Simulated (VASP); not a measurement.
Write the native input for VASP 6.6.1 that does the following.

```
Task                   : single point
Functional             : PBE
Potentials or basis    : VASP PAW PBE potentials, release 64 (Ti_sv, Sn_d, Te)
Cutoff                 : 520 eV
k mesh                 : 3 × 3 × 4
Occupations            : gaussian, width 0.1 eV
Spin                   : no spin polarisation
Dipole correction      : no
Further INCAR settings : ALGO = Normal; EDIFF = 1e-06; NBANDS = 38
```

The structure of TiSn2Te3 lies in POSCAR:

```
TiSn2Te3
1.0
    5.5764458141      0.0000000000      0.0000000000
   -2.7882229070      4.8293437378      0.0000000000
    0.0000000000      0.0000000000      6.1044708758
Ti Sn Te
1 2 3
Direct
    0.3333333333      0.6666666667      0.0000000000
    0.0000000000      0.0000000000      0.5000000000
    0.3333333333      0.6666666667      0.5000000000
    0.6666666667      0.3333333333      0.5000000000
    0.0000000000      0.0000000000      0.0000000000
    0.6666666667      0.3333333333      0.0000000000
```

The cell was generated, and may not be a known phase.

These files were run (other wordings do the same):

INCAR

```
SYSTEM = TiSn2Te3
  PREC = Accurate
  ENCUT = 520
  EDIFF = 1E-6
  ISMEAR = 0
  SIGMA = 0.1
  LREAL = .False.
  LASPH = .True.
  NELM = 100
  ALGO = Normal
  ISIF = 2
  LWAVE = .False.
  LCHARG = .True.
  GGA = PE
  LELF = .True.
  LVHAR = .True.
  NBANDS = 38
```

KPOINTS

```
regular mesh
0
Gamma
  3 3 4
  0 0 0
```

Potentials or basis: VASP PAW PBE potentials, release 64 (Ti_sv, Sn_d, Te).

The run is started by

```bash
$ cat potpaw_PBE.64/Ti_sv/POTCAR potpaw_PBE.64/Sn_d/POTCAR potpaw_PBE.64/Te/POTCAR > POTCAR
$ mpirun -np 1 vasp_std > vasp.out
```

It gave:

| Property | Result |
| --- | --- |
| Pressure | -0.2 GPa |
| Band gap on the k mesh | zero (bands 29 and 30 overlap by 1.35 eV) |

Caveat: the k points lie up to 0.43 Å⁻¹ apart, too coarse for converged energies and pressures of a metal; spin-orbit coupling is left out, which moves the levels of the heavy elements.

It took 2.4 min on 1 thread of Intel Xeon 8259CL, on a shared host, peak memory 0.27 GiB.
